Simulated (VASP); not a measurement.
A run of VASP 6.6.1:

File POSCAR:

```
SiO2
1.0
    5.1102746208      0.0000000000      0.0000000000
   -2.5551373104      4.4256276419      0.0000000000
    0.0000000000      0.0000000000      5.4734991962
Si O
3 6
Direct
    0.0000000000      0.5000000000      0.3333333333
    0.5000000000      0.5000000000      0.6666666667
    0.5000000000      0.0000000000      0.0000000000
    0.5817775299      0.7908887649      0.8333333333
    0.7908887649      0.5817775299      0.5000000000
    0.7908887649      0.2091112351      0.1666666667
    0.4182224701      0.2091112351      0.8333333333
    0.2091112351      0.4182224701      0.5000000000
    0.2091112351      0.7908887649      0.1666666667
```

Contents of INCAR.step1:

```
PREC = Accurate
ENCUT = 520
ISMEAR = 0
SIGMA = 0.02
LREAL = F
LASPH = T
NELM = 80
NBANDS = 34
GGA = PE
ALGO = Normal
EDIFF = 1E-4
LWAVE = T
LCHARG = F
```

The input INCAR.step2:

```
PREC = Accurate
ENCUT = 520
EDIFF = 1E-7
ISMEAR = 0
SIGMA = 0.02
LREAL = F
LASPH = T
NELM = 80
ALGO = Normal
ISIF = 2
LWAVE = F
LCHARG = F
METAGGA = R2SCAN
LMIXTAU = T
NBANDS = 34
ISTART = 1
```

The input KPOINTS:

```
regular mesh
0
Gamma
  6 6 4
```

Potentials or basis: VASP PAW PBE potentials, release 64 (Si, O).

Launch:

```sh
$ cat potpaw_PBE.64/Si/POTCAR potpaw_PBE.64/O/POTCAR > POTCAR
$ cp INCAR.step1 INCAR
$ mpirun -np 1 vasp_std > vasp.out
$ cp INCAR.step2 INCAR
$ mpirun -np 1 vasp_std > vasp.out
```

Hardware: 1 thread of Intel(R) Xeon(R) 6975P-C (Granite Rapids), with other jobs on the host.

Problem. Estimate the wall time of this run.

Solution. Wall time 3.7 min on 1 thread of Intel(R) Xeon(R) 6975P-C (Granite Rapids) (shared host), peak memory 0.29 GiB. Counts: k points 21.
